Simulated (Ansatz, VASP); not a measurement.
**Pd: VASP beside Ansatz**

```
CELL_PARAMETERS angstrom
0.00000 2.98875 2.98875
2.98875 0.00000 2.98875
2.98875 2.98875 0.00000
ATOMIC_POSITIONS crystal
Pd 0.12500 0.12500 0.12500
Pd 0.87500 0.87500 0.87500
```

Alike in both runs: task single point; functional RPBE; k mesh 10 × 10 × 10; occupations fermi-dirac, width 0.1 eV; no spin polarisation.

```csv
,VASP,Ansatz
version,VASP 6.6.1,Ansatz 0.2.0
potentials or method,"VASP PAW PBE potentials, release 64 (Pd), cutoff 520 eV","plane waves (420 eV) with PAW, scalar-relativistic"
valence electrons in the cell,20,36
```

|  | VASP | Ansatz | Ansatz less VASP |
| --- | --- | --- | --- |
| pressure (GPa) | -2.1 | -1.9 | +0.18 |

VASP's potentials were made for PBE, not for RPBE. VASP's potentials hold 20 valence electrons a cell and Ansatz's 36, so a difference there can come from the potentials and not from the codes.
